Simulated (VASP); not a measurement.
A run of VASP 6.6.1:

File INCAR:

```
PREC = Accurate ; ENCUT = 520
EDIFF = 1E-6 ; ISMEAR = 0
SIGMA = 0.03 ; LREAL = False
LASPH = True ; NELM = 60
ALGO = Normal ; ISIF = 2
LWAVE = False ; LCHARG = True
GGA = PS ; IVDW = 12
LELF = True ; LVHAR = True
NBANDS = 16
```

KPOINTS

```
Automatic mesh
0
Gamma
  12 12 8
```

POSCAR

```
Se
1.0
    4.1855656779      0.0000000000      0.0000000000
   -2.0927828390      3.6248062063      0.0000000000
    0.0000000000      0.0000000000      4.4291656004
Se
3
Direct
    0.1967354469      0.0000000000      0.3333333333
    0.0000000000      0.1967354469      0.6666666667
    0.8032645531      0.8032645531      0.0000000000
```

Potentials or basis: VASP PAW PBE potentials, release 64 (Se).

The run is started by

```console
$ cat potpaw_PBE.64/Se/POTCAR > POTCAR
$ mpirun -np 1 vasp_std > vasp.out
```

Hardware: 1 thread of Oxide Virtual Turin-like Processor, on a shared host.

How long does it take, and how much memory?

It took 82 s on 1 thread of Oxide Virtual Turin-like Processor, with other jobs on the host, peak memory 0.23 GiB. Counts: scf iterations 12, k points 131.
